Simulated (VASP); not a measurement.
Input of a VASP 6.6.1 run:

Contents of INCAR:

```
PREC = Accurate ; ENCUT = 520
EDIFF = 1E-7 ; ISMEAR = 0
SIGMA = 0.02 ; LREAL = F
LASPH = T ; NELM = 100
ALGO = Normal ; ISIF = 2
LWAVE = F ; LCHARG = T
GGA = PE ; LELF = T
LVHAR = T ; NBANDS = 28
```

The input KPOINTS:

```
Automatic mesh
0
Gamma
  6 6 6
```

File POSCAR:

```
PbSe
1.0
    0.0000000000     12.0265266782      2.5812939358
    3.2830700064     -0.1875265200      3.3013418758
    3.2830700064     12.2140531982     -0.7200479400
Pb Se
2 2
Direct
    0.1746924878      0.7819176815      0.2180823185
    0.7955173424      0.1778935755      0.8221064245
    0.7308693644      0.3382694964      0.6617305036
    0.2649218053      0.6679202466      0.3320797534
```

Potentials or basis: VASP PAW PBE potentials, release 64 (Pb_d, Se).

The run is started by

```console
$ cat potpaw_PBE.64/Pb_d/POTCAR potpaw_PBE.64/Se/POTCAR > POTCAR
$ mpirun -np 1 vasp_std > vasp.out
```

(1) Estimate the band gap on the k mesh.

(2) What does it give for the pressure?

(3) What does it give for the largest force?

## Answers

(1) 1.15 eV (least direct gap 1.29 eV).

(2) 0.1 GPa.

(3) 2.805 eV/Å.

Caveat: the cell differs from its parent crystal (strained and its atoms moved); the stress differs along the axes, from -2 to 4 GPa; spin-orbit coupling is left out, which moves the levels of the heavy elements; forces of over 1 eV/Å act on the atoms, so gaps and moduli don't describe the material at rest.
